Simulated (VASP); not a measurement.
AlNi, 2 atoms in the cell. It takes space group Cmmm (No. 65, orthorhombic). The conventional cell has a = 3.877 Å, b = 3.906 Å, c = 3.099 Å, α = 90.00°, β = 90.00°, γ = 90.00°. Al (site symmetry mmm) has 8 Ni at 2.48 to 2.49 Å and 6 Al at 2.75 to 3.10 Å within 3.3 Å. Ni (site symmetry mmm) has 8 Al at 2.48 to 2.49 Å and 6 Ni at 2.75 to 3.10 Å within 3.3 Å. 

* Program: VASP 6.6.1
* Task: single point
* Functional: r2SCAN
* Potentials or basis: VASP PAW PBE potentials, release 64 (Al, Ni)
* Cutoff: 520 eV
* k mesh: 16 × 16 × 14
* Occupations: methfessel-paxton, width 0.1 eV
* Spin: no spin polarisation
* Dipole correction: no
* Further INCAR settings: ALGO = Normal; EDIFF = 1e-06; NBANDS = 14

Potentials or basis: VASP PAW PBE potentials, release 64 (Al, Ni).

Launch:

```sh
$ cat potpaw_PBE.64/Al/POTCAR potpaw_PBE.64/Ni/POTCAR > POTCAR
$ cp INCAR.step1 INCAR
$ mpirun -np 1 vasp_std > vasp.out
$ cp INCAR.step2 INCAR
$ mpirun -np 1 vasp_std > vasp.out
```

Hardware: 1 thread of Intel Xeon 8259CL, on a shared host.

Question: Estimate the wall time of this run.

Answer: Wall time 9.7 min on 1 thread of Intel Xeon 8259CL, on a shared host, peak memory 0.3 GiB. Counts: k points 584.
